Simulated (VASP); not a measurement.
Wanted: the native input for a VASP 6.6.1 run.

```
Task                   : single point
Functional             : r2SCAN
Potentials or basis    : VASP PAW PBE potentials, release 64 (K_sv, Ta_pv, O)
Cutoff                 : 520 eV
k mesh                 : 6 × 6 × 6
Occupations            : gaussian, width 0.05 eV
Spin                   : no spin polarisation
Dipole correction      : no
Further INCAR settings : ALGO = Normal; EDIFF = 1e-06; NBANDS = 27
```

KTaO3:

```
K Ta O
1.0
     4.21032    0.00000    0.00000
     0.00000    4.21032    0.00000
     0.00000    0.00000    3.57877
K Ta O
1 1 3
Cartesian
  2.1052 2.1052 1.7894
  0.0000 0.0000 0.0000
  2.1052 0.0000 0.0000
  0.0000 2.1052 0.0000
  0.0000 0.0000 1.7894
```

This cell differs from its parent crystal: ratio of the length along z to the lengths across it x 0.85, volume and fractional coordinates fixed.

One way to write it, as run:

POSCAR

```
KTaO3
1.0
    4.2103174618      0.0000000000      0.0000000000
    0.0000000000      4.2103174618      0.0000000000
    0.0000000000      0.0000000000      3.5787698425
K Ta O
1 1 3
Direct
    0.5000000000      0.5000000000      0.5000000000
    0.0000000000      0.0000000000      0.0000000000
    0.5000000000      0.0000000000      0.0000000000
    0.0000000000      0.5000000000      0.0000000000
    0.0000000000      0.0000000000      0.5000000000
```

INCAR.step1

```
SYSTEM = KTaO3
PREC     = Accurate       ! precision mode
ENCUT    = 520            ! plane-wave cutoff, eV
ISMEAR   = 0              ! smearing method
SIGMA    = 0.05           ! smearing width, eV
LREAL    = .False.        ! projectors in reciprocal space
LASPH    = .True.         ! aspherical terms in the spheres
NELM     = 80             ! most SCF steps
NBANDS   = 27             ! bands
GGA      = PE             ! functional
ALGO     = Normal         ! electronic algorithm
EDIFF    = 1E-4           ! SCF threshold, eV
LWAVE    = .True.         ! write WAVECAR
LCHARG   = .False.        ! write CHGCAR
```

INCAR.step2

```
SYSTEM = KTaO3
PREC     = Accurate       ! precision mode
ENCUT    = 520            ! plane-wave cutoff, eV
EDIFF    = 1E-6           ! SCF threshold, eV
ISMEAR   = 0              ! smearing method
SIGMA    = 0.05           ! smearing width, eV
LREAL    = .False.        ! projectors in reciprocal space
LASPH    = .True.         ! aspherical terms in the spheres
NELM     = 80             ! most SCF steps
ALGO     = Normal         ! electronic algorithm
ISIF     = 2              ! what is computed and relaxed
LWAVE    = .False.        ! write WAVECAR
LCHARG   = .True.         ! write CHGCAR
METAGGA  = R2SCAN         ! meta-GGA
LMIXTAU  = .True.       
LELF     = .True.         ! ELF
LVHAR    = .True.       
NBANDS   = 27             ! bands
ISTART   = 1
```

KPOINTS

```
Automatic mesh
0
Gamma
  6 6 6
  0 0 0
```

Potentials or basis: VASP PAW PBE potentials, release 64 (K_sv, Ta_pv, O).

Run with:

```bash
$ cat potpaw_PBE.64/K_sv/POTCAR potpaw_PBE.64/Ta_pv/POTCAR potpaw_PBE.64/O/POTCAR > POTCAR
$ cp INCAR.step1 INCAR
$ mpirun -np 1 vasp_std > vasp.out
$ cp INCAR.step2 INCAR
$ mpirun -np 1 vasp_std > vasp.out
```

Results of the run:

```yaml
Pressure: 12.4 GPa
Band_gap_on_the_k_mesh: 2.23 eV, indirect (least direct gap 2.71 eV)
```

Caveat: the PAW data sets were made with another functional, which shifts forces and pressure a little; spin-orbit coupling is left out, which moves the levels of the heavy elements.

Run time: 96 s on 1 thread of Intel(R) Xeon(R) 6975P-C (Granite Rapids), on a shared host, peak memory 0.21 GiB.
